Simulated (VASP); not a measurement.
# Al (Fm-3m) in VASP: a series of runs

Runs on Al. Level: r2SCAN. Tasks: single point.

All numbers are computed with VASP 6.6.1; they aren't measurements. Logs are shortened: lines on timing, memory, paths and dates and some standing lists are left out, and cuts for length are marked.

### 1 The cell of the first run

The structure is cubic, space group Fm-3m (No. 225). Conventional cell: a = 4.054 Å, b = 4.054 Å, c = 4.054 Å, α = 90.00°, β = 90.00°, γ = 90.00°. Within 3.8 Å of Al (site symmetry m-3m) lie 12 Al at 2.87 Å.

### 2 Single point, r2SCAN

Contents of POSCAR:

```
Al
1.0
    0.0000000000      2.0269227465      2.0269227465
    2.0269227465      0.0000000000      2.0269227465
    2.0269227465      2.0269227465      0.0000000000
Al
1
Direct
    0.0000000000      0.0000000000      0.0000000000
```

Contents of INCAR.step1:

```
PREC = Accurate ; ENCUT = 550
ISMEAR = -1 ; SIGMA = 0.1
LREAL = F ; LASPH = T
NELM = 120 ; NBANDS = 8
GGA = PE ; ALGO = Normal
EDIFF = 1E-5 ; LWAVE = T
LCHARG = F ; GGA_COMPAT = F
```

Contents of INCAR.step2:

```
PREC = Accurate ; ENCUT = 550
EDIFF = 1E-6 ; ISMEAR = -1
SIGMA = 0.1 ; LREAL = F
LASPH = T ; NELM = 120
ALGO = Normal ; ISIF = 2
LWAVE = F ; LCHARG = T
METAGGA = R2SCAN ; LMIXTAU = T
LELF = T ; LVHAR = T
NBANDS = 8 ; ISTART = 1
GGA_COMPAT = F
```

Contents of KPOINTS:

```
regular mesh
0
Gamma
  14 14 14
```

Potentials or basis: VASP PAW PBE potentials, release 64 (Al).

On the command line:

```sh
$ cat potpaw_PBE.64/Al/POTCAR > POTCAR
$ cp INCAR.step1 INCAR
$ mpirun -np 1 vasp_std > vasp.out
$ cp INCAR.step2 INCAR
$ mpirun -np 1 vasp_std > vasp.out
```

OUTCAR:

```text
PREC = Accurate
   ENCUT = 550
   EDIFF = 1E-6
   ISMEAR = -1
   LREAL = F
   LASPH = T
   NELM = 120
   ISIF = 2
   METAGGA = R2SCAN
   ISTART = 1

 ion  position               nearest neighbor table
   1  0.000  0.000  0.000-

  LATTYP: Found a face centered cubic cell.
 ALAT       =     4.0538454930

  Lattice vectors:

 A1 = (   0.0000000000,   2.0269227465,   2.0269227465)
 A2 = (   2.0269227465,   0.0000000000,   2.0269227465)
 A3 = (   2.0269227465,   2.0269227465,   0.0000000000)

Analysis of symmetry for initial positions (statically):
=====================================================================
 Subroutine PRICEL returns:
 Original cell was already a primitive cell.

 Routine SETGRP: Setting up the symmetry group for a
 face centered cubic supercell.

 Subroutine GETGRP returns: Found 48 space group operations
 (whereof 48 operations were pure point group operations)
 out of a pool of 48 trial point group operations.

The static configuration has the point symmetry O_h .

Analysis of symmetry for dynamics (positions and initial velocities):
=====================================================================
 Subroutine PRICEL returns:
 Original cell was already a primitive cell.

 Routine SETGRP: Setting up the symmetry group for a
 face centered cubic supercell.

 Subroutine GETGRP returns: Found 48 space group operations
 (whereof 48 operations were pure point group operations)
 out of a pool of 48 trial point group operations.

The dynamic configuration has the point symmetry O_h .

 Subroutine INISYM returns: Found 48 space group operations
 (whereof 48 operations are pure point group operations),
 and found     1 'primitive' translations

----------------------------------------------------------------------------------------

                                     Primitive cell

  volume of cell :      16.6549

  direct lattice vectors                    reciprocal lattice vectors
     0.000000000  2.026922746  2.026922746    -0.246679357  0.246679357  0.246679357
     2.026922746  0.000000000  2.026922746     0.246679357 -0.246679357  0.246679357
     2.026922746  2.026922746  0.000000000     0.246679357  0.246679357 -0.246679357

  length of vectors
     2.866501638  2.866501638  2.866501638     0.427261180  0.427261180  0.427261180

  position of ions in fractional coordinates (direct lattice)
     0.000000000  0.000000000  0.000000000

  ion indices of the primitive-cell ions
   primitive index   ion index
                 1           1

----------------------------------------------------------------------------------------

 KPOINTS: regular mesh

Automatic generation of k-mesh.
 Grid dimensions read from file:
 generate k-points for:   14   14   14

 Generating k-lattice:

  Cartesian coordinates                     Fractional coordinates (reciprocal lattice)
    -0.017619954  0.017619954  0.017619954     0.071428571  0.000000000  0.000000000
     0.017619954 -0.017619954  0.017619954     0.000000000  0.071428571  0.000000000
     0.017619954  0.017619954 -0.017619954     0.000000000  0.000000000  0.071428571

  Length of vectors
     0.030518656  0.030518656  0.030518656

  Shift w.r.t. Gamma in fractional coordinates (k-lattice)
     0.000000000  0.000000000  0.000000000

 Subroutine IBZKPT returns following result:
 ===========================================

 Found    104 irreducible k-points:

 Following reciprocal coordinates:
            Coordinates               Weight
  0.000000  0.000000  0.000000      1.000000
  0.071429  0.000000  0.000000      8.000000
  0.142857  0.000000  0.000000      8.000000
  0.214286  0.000000  0.000000      8.000000
  0.285714  0.000000  0.000000      8.000000
  0.357143  0.000000  0.000000      8.000000
[... 16 lines left out ...]
  0.214286  0.142857  0.000000     24.000000
  0.285714  0.142857  0.000000     24.000000
 [... further k-points ...]
   k-points           NKPTS =    104   k-points in BZ     NKDIM =    104   number of bands    NBANDS=      8
   number of dos      NEDOS =    301   number of ions     NIONS =      1
   total plane-waves  NPLWV =  13824
   dimension x,y,z NGX =    24 NGY =   24 NGZ =   24
   dimension x,y,z NGXF=    48 NGYF=   48 NGZF=   48
   ions per type =               1
   NGX,Y,Z   is equivalent  to a cutoff of  13.92, 13.92, 13.92 a.u.
   NGXF,Y,Z  is equivalent  to a cutoff of  27.84, 27.84, 27.84 a.u.
 SYSTEM =  unknown system
   PREC   = accura    normal or accurate (medium, high low for compatibility)
   ISTART =      1    job   : 0-new  1-cont  2-samecut
   ICHARG =      0    charge: 1-file 2-atom 10-const
   ISPIN  =      1    spin polarized calculation?
   LNONCOLLINEAR =      F non collinear calculations
   LSORBIT =      F    spin-orbit coupling
   LASPH  =      T    aspherical Exc in radial PAW
   ENCUT  =  550.0 eV  40.42 Ry    6.36 a.u.   5.48  5.48  5.48*2*pi/ulx,y,z
   NELM   =    120;   NELMIN=  2; NELMDL=  0     # of ELM steps
   EDIFF  = 0.1E-05   stopping-criterion for ELM
   LREAL  =      F    real-space projection
   EDIFFG = 0.1E-04   stopping-criterion for IOM
   NSW    =      0    number of steps for IOM
   IBRION =     -1    ionic relax: 0-MD 1-quasi-New 2-CG
   NFREE  =      0    steps in history (QN), initial steepest desc. (CG)
   ISIF   =      2    stress and relaxation
   ISYM   =      2    0-nonsym 1-usesym 2-fastsym
   POTIM  = 0.5000    time-step for ionic-motion
   TEBEG  =    0.0;   TEEND  =   0.0 temperature during run
   PSTRESS=    0.0 pullay stress
   NELECT =       3.0000    total number of electrons
   NUPDOWN=      -1.0000    fix difference up-down
   EMIN   =  10.00;   EMAX   =-10.00  energy-range for DOS
   EFERMI =   0.00;   METHOD = LEGACY
   ISMEAR =    -1;   SIGMA  =   0.10  broadening in eV -4-tet -1-fermi 0-gaus
   EFERMI_NEDOS =   21; number of points for ismear=-14 and -15
   IALGO  =     38    algorithm
   IMIX   =      4    mixing-type and parameters
     AMIX     =   0.40;   BMIX     =  1.00
     AMIX_MAG =   1.60;   BMIX_MAG =  1.00
  volume/ion in A,a.u.               =      16.65       112.39
  Fermi-wavevector in a.u.,A,eV,Ry     =   0.924559  1.747164 11.630392  0.854810
  Thomas-Fermi vector in A             =   2.050318
   LORBIT       =      0    0 simple, 1 ext, 2 COOP (PROOUT), +10 PAW based schemes
   METAGGA = R2SCAN    functional components
   LHFCALC =     F    Hartree Fock is set to
   AEXX    =    0.0000 exact exchange contribution
   IVDW    =     0    specifies the selected vdW correction
   LEPSILON=     F    determine dielectric tensor
   LRPA    =     F    only Hartree local field effects (RPA)
 non-spin polarized calculation
  energy-cutoff  :      550.00
  volume of cell :       16.65
 maximum number of plane-waves:       531
 NGX is ok and might be reduce to    24
   NGX = 11   NGY = 11   NGZ = 11

 number of electron       3.0000000 magnetization

 Free energy of the ion-electron system (eV)
  ---------------------------------------------------
  ext. energy  EPLUGINS =         0.00000000
  ---------------------------------------------------
  free energy    TOTEN  =        -6.72830938 eV

  energy without entropy =       -6.71431424  energy(sigma->0) =       -6.72131181

 E-fermi :   7.9040     XC(G=0): -10.8725

 val. band max:        7.8558405756   @ k =  -0.3571   0.4286   0.0714
 cond. band min:       7.9070143974   @ k =  -0.3571   0.3571   0.0000
 fundamental gap:      0.0511738218
 Fermi energy:         7.9040418433

 k-point     1 :       0.0000    0.0000    0.0000
  band No.  band energies     occupation
      1      -3.8528      2.00000
      2      21.1897      0.00000
      3      21.1897      0.00000
      4      21.1897      0.00000
      5      23.0117      0.00000
      6      23.0117      0.00000
      7      23.0117      0.00000
      8      25.2134      0.00000

 k-point     2 :       0.0714    0.0000    0.0000
  band No.  band energies     occupation
      1      -3.7062      2.00000
      2      18.9874      0.00000
      3      20.7566      0.00000
      4      20.7566      0.00000
      5      23.6036      0.00000
      6      23.6741      0.00000
      7      23.6741      0.00000
      8      26.7220      0.00000

 k-point     3 :       0.1429    0.0000    0.0000
  band No.  band energies     occupation
      1      -3.2673      2.00000
      2      15.9471      0.00000
      3      20.1177      0.00000
      4      20.1177      0.00000
      5      23.4795      0.00000
      6      24.8570      0.00000
      7      24.8570      0.00000
      8      26.2486      0.00000

 k-point     4 :       0.2143    0.0000    0.0000
  band No.  band energies     occupation
      1      -2.5386      2.00000
      2      12.9798      0.00000
      3      19.6377      0.00000
      4      19.6377      0.00000
      5      23.2309      0.00000
      6      24.2475      0.00000
      7      24.2475      0.00000
      8      26.9804      0.00000

 k-point     5 :       0.2857    0.0000    0.0000
  band No.  band energies     occupation
      1      -1.5245      2.00000
      2      10.1909      0.00000
      3      19.3783      0.00000
      4      19.3783      0.00000
      5      22.8913      0.00000
      6      22.8913      0.00000
      7      23.0921      0.00000
      8      27.1286      0.00000
[... 177 lines left out ...]
 k-point    22 :       0.1429    0.1429    0.0000
  band No.  band energies     occupation
      1      -3.0726      2.00000
      2      18.0081      0.00000
      3      18.0081      0.00000
      4      18.1086      0.00000
      5      21.5127      0.00000
      6      22.4031      0.00000
      7      27.2858      0.00000
      8      27.2859      0.00000

 k-point    23 :       0.2143    0.1429    0.0000
  band No.  band energies     occupation
      1      -2.5386      2.00000
      2      15.2729      0.00000
      3      17.3137      0.00000
      4      18.5604      0.00000
      5      20.5478      0.00000
      6      21.7032      0.00000
      7      27.7937      0.00000
      8      28.1268      0.00000

 k-point    24 :       0.2857    0.1429    0.0000
  band No.  band energies     occupation
      1      -1.7173      2.00000
      2      12.4447      0.00000
      3      16.8660      0.00000
      4      18.3927      0.00000
      5      19.0009      0.00000
      6      23.0957      0.00000
      7      27.1659      0.00000
      8      27.7825      0.00000

 [... further k-points ...]

------------------------ aborting loop because EDIFF is reached ----------------------------------------

  FORCE on cell =-STRESS in cart. coord.  units (eV):
  Direction    XX          YY          ZZ          XY          YZ          ZX
  --------------------------------------------------------------------------------------
  -------------------------------------------------------------------------------------
  Total       -0.4363098     -0.4363098     -0.4363098     -0.0000000      0.0000000      0.0000000
  in kB      -41.9724171    -41.9724171    -41.9724171     -0.0000000      0.0000000      0.0000000
  external PRESSURE =     -41.9724171 kB  Pullay stress =       0.0000000 kB

 VOLUME and BASIS-vectors are now :
 -----------------------------------------------------------------------------
  energy-cutoff  :      550.00
  volume of cell :       16.65
      direct lattice vectors                 reciprocal lattice vectors
     0.000000000  2.026922746  2.026922746    -0.246679357  0.246679357  0.246679357
     2.026922746  0.000000000  2.026922746     0.246679357 -0.246679357  0.246679357
     2.026922746  2.026922746  0.000000000     0.246679357  0.246679357 -0.246679357

 POSITION                                       TOTAL-FORCE (eV/Angst)
 -----------------------------------------------------------------------------------
      0.00000      0.00000      0.00000         0.000000      0.000000      0.000000
 -----------------------------------------------------------------------------------
    total drift:                                0.000000     -0.000000     -0.000000

  FREE ENERGIE OF THE ION-ELECTRON SYSTEM (eV)
  ---------------------------------------------------
  free  energy   TOTEN  =        -6.7283093797 eV

  energy  without entropy=       -6.7143142369  energy(sigma->0) =       -6.72131181
```

It took 48 s on 1 thread of Intel Xeon 8259CL, shared host; peak memory 0.14 GiB.

What came out:

```yaml
Free_energy: -6.7283 eV
Pressure: -4.2 GPa
Band_gap_on_the_k_mesh: zero (an odd number of electrons rules out a gap without spin polarisation)
```

Caveat: the cell stands under tension; the PAW data sets were made with another functional, which shifts forces and pressure a little.

### 3 Single point, r2SCAN

This run uses another cell than the first one, of 17.15 Å³/atom.

Contents of POSCAR:

```
Al
1.0
    0.0000000000      2.0467958055      2.0467958055
    2.0467958055      0.0000000000      2.0467958055
    2.0467958055      2.0467958055      0.0000000000
Al
1
Direct
    0.0000000000      0.0000000000      0.0000000000
```

Contents of INCAR.step1:

```
ALGO = Normal
EDIFF = 1E-5
ENCUT = 550
GGA = PE
GGA_COMPAT = F
ISMEAR = -1
LASPH = T
LCHARG = F
LREAL = F
LWAVE = T
NBANDS = 8
NELM = 120
PREC = Accurate
SIGMA = 0.1
```

Contents of INCAR.step2:

```
ALGO = Normal
EDIFF = 1E-6
ENCUT = 550
GGA_COMPAT = F
ISIF = 2
ISMEAR = -1
ISTART = 1
LASPH = T
LCHARG = T
LELF = T
LMIXTAU = T
LREAL = F
LVHAR = T
LWAVE = F
METAGGA = R2SCAN
NBANDS = 8
NELM = 120
PREC = Accurate
SIGMA = 0.1
```

Contents of KPOINTS:

```
k-points
0
Gamma
  14 14 14
```

Potentials or basis: VASP PAW PBE potentials, release 64 (Al).

On the command line:

```sh
$ cat potpaw_PBE.64/Al/POTCAR > POTCAR
$ cp INCAR.step1 INCAR
$ mpirun -np 1 vasp_std > vasp.out
$ cp INCAR.step2 INCAR
$ mpirun -np 1 vasp_std > vasp.out
```

OUTCAR:

```text
EDIFF = 1E-6
   ENCUT = 550
   ISIF = 2
   ISMEAR = -1
   ISTART = 1
   LASPH = T
   LREAL = F
   METAGGA = R2SCAN
   NELM = 120
   PREC = Accurate

 ion  position               nearest neighbor table
   1  0.000  0.000  0.000-

  LATTYP: Found a face centered cubic cell.
 ALAT       =     4.0935916110

  Lattice vectors:

 A1 = (   0.0000000000,   2.0467958055,   2.0467958055)
[... 442 lines left out ...]
      6      22.4731      0.00000
      7      26.5182      0.00000
      8      27.1078      0.00000

 [... further k-points ...]

------------------------ aborting loop because EDIFF is reached ----------------------------------------

  FORCE on cell =-STRESS in cart. coord.  units (eV):
  Direction    XX          YY          ZZ          XY          YZ          ZX
  --------------------------------------------------------------------------------------
  -------------------------------------------------------------------------------------
  Total       -0.6614772     -0.6614772     -0.6614772      0.0000000      0.0000000      0.0000000
  in kB      -61.7976462    -61.7976462    -61.7976462      0.0000000      0.0000000      0.0000000
  external PRESSURE =     -61.7976462 kB  Pullay stress =       0.0000000 kB

 VOLUME and BASIS-vectors are now :
 -----------------------------------------------------------------------------
  energy-cutoff  :      550.00
  volume of cell :       17.15
      direct lattice vectors                 reciprocal lattice vectors
     0.000000000  2.046795805  2.046795805    -0.244284261  0.244284261  0.244284261
     2.046795805  0.000000000  2.046795805     0.244284261 -0.244284261  0.244284261
     2.046795805  2.046795805  0.000000000     0.244284261  0.244284261 -0.244284261

 POSITION                                       TOTAL-FORCE (eV/Angst)
 -----------------------------------------------------------------------------------
      0.00000      0.00000      0.00000        -0.000000     -0.000000     -0.000000
 -----------------------------------------------------------------------------------
    total drift:                               -0.000000     -0.000000      0.000000

  FREE ENERGIE OF THE ION-ELECTRON SYSTEM (eV)
  ---------------------------------------------------
  free  energy   TOTEN  =        -6.7121083785 eV

  energy  without entropy=       -6.6973466542  energy(sigma->0) =       -6.70472752
```

OUTCAR.step1:

```text
EDIFF = 1E-5
   ENCUT = 550
   GGA = PE
   ISMEAR = -1
   LASPH = T
   LREAL = F
[... 478 lines left out ...]

 POSITION                                       TOTAL-FORCE (eV/Angst)
 -----------------------------------------------------------------------------------
      0.00000      0.00000      0.00000         0.000000      0.000000      0.000000
 -----------------------------------------------------------------------------------
    total drift:                               -0.000000      0.000000      0.000000

  FREE ENERGIE OF THE ION-ELECTRON SYSTEM (eV)
  ---------------------------------------------------
  free  energy   TOTEN  =        -3.7400205436 eV

  energy  without entropy=       -3.7233251041  energy(sigma->0) =       -3.73167282
```

Run time: 55 s. Hardware: 1 thread of Intel Xeon 8259CL, shared host; peak memory 0.14 GiB.

Results:

```yaml
Free_energy: -6.7121 eV
Pressure: -6.2 GPa
Band_gap_on_the_k_mesh: zero (an odd number of electrons rules out a gap without spin polarisation)
```

Caveat: the cell stands under tension; the PAW data sets were made with another functional, which shifts forces and pressure a little.
